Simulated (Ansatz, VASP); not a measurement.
## ZnO: VASP beside Ansatz

File INCAR:

```
  PREC = Accurate
  ENCUT = 520
  EDIFF = 1E-7
  ISMEAR = 0
  SIGMA = 0.05
  LREAL = False
  LASPH = True
  NELM = 100
  ALGO = Normal
  ISIF = 2
  LWAVE = False
  LCHARG = False
  GGA = CA
  NBANDS = 16
```

File KPOINTS:

```
regular mesh
0
Gamma
  12 12 12
```

Contents of POSCAR:

```
ZnO
1.0
    0.0000000000      2.1152059500      2.1152059500
    2.1152059500      0.0000000000      2.1152059500
    2.1152059500      2.1152059500      0.0000000000
Zn O
1 1
Direct
    0.0000000000      0.0000000000      0.0000000000
    0.5000000000      0.5000000000      0.5000000000
```

Input for Ansatz:

```yaml
crystal:
  lattice:
    - [0.0, 2.11520595, 2.11520595]
    - [2.11520595, 0.0, 2.11520595]
    - [2.11520595, 2.11520595, 0.0]
  atoms:
    - { symbol: Zn, position: [0.0, 0.0, 0.0] }
    - { symbol: O, position: [0.5, 0.5, 0.5] }
basis:
  ecutwfc: 420
kpoints:
  mp_grid: { grid: [12, 12, 12] }
hamiltonian:
  xc: lda
scf:
  occupations: { method: gaussian, width: 0.05 }
output:
  forces: true
  stress: true
  eigenvalues: true
```

Change from the starting cell: strain -0.025 along x and y, -0.025 along z, atoms carried along.

Alike in both runs: task single point; functional LDA; k mesh 12 × 12 × 12; occupations gaussian, width 0.05 eV; no spin polarisation.

|  | VASP | Ansatz |
| --- | --- | --- |
| version | VASP 6.6.1 | Ansatz 0.2.0 |
| potentials or method | VASP PAW LDA potentials, release 64 (Zn, O), cutoff 520 eV | scalar-relativistic, plane waves, PAW |
| valence electrons in the cell | 18 | 18 |

|  | VASP | Ansatz | Ansatz less VASP |
| --- | --- | --- | --- |
| gap on the k mesh at the Fermi level (eV) | 1.04 | 1.05 | +0.002 |
| least direct gap on the mesh (eV) | 2.54 | 2.55 | +0.008 |
| pressure (GPa) | -1.0 | -2.5 | -1.48 |

LDA's correlation is that of Perdew and Zunger in VASP and of Perdew and Wang (1992) in Ansatz.
